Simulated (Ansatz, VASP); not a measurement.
## Two plane-wave programs on AlH

```
CELL_PARAMETERS angstrom
3.03217 0.00000 0.00000
-1.51608 2.62594 0.00000
0.00000 0.00000 4.82048
ATOMIC_POSITIONS crystal
Al 0.66667 0.33333 0.75000
Al 0.33333 0.66667 0.25000
H 0.00000 0.00000 0.00000
H 0.00000 0.00000 0.50000
```

Alike in both runs: task relaxation of cell and atoms; functional PBE; k mesh 12 × 12 × 8; occupations gaussian, width 0.1 eV; no spin polarisation.

|  | VASP | Ansatz |
| --- | --- | --- |
| version | VASP 6.6.1 | Ansatz 0.2.0 |
| potentials or method | VASP PAW PBE potentials, release 64 (Al, H), cutoff 600 eV | scalar-relativistic, plane waves, PAW |
| valence electrons in the cell | 8 | 8 |

|  | VASP | Ansatz | Ansatz less VASP |
| --- | --- | --- | --- |
| gap on the k mesh at the Fermi level, each at its own relaxed structure (eV) | none | none | - |
| relaxed volume (Å³/atom) | 9.60 | 9.60 | +0.005 |
| relaxed cell length with the largest relative difference (Å) | 4.820 | 4.836 | +0.0157 |

A gap of «none» marks a metal or a gap that the smearing closes.

Noted on VASP's run: the relaxation stopped at its first step, so nothing moved.
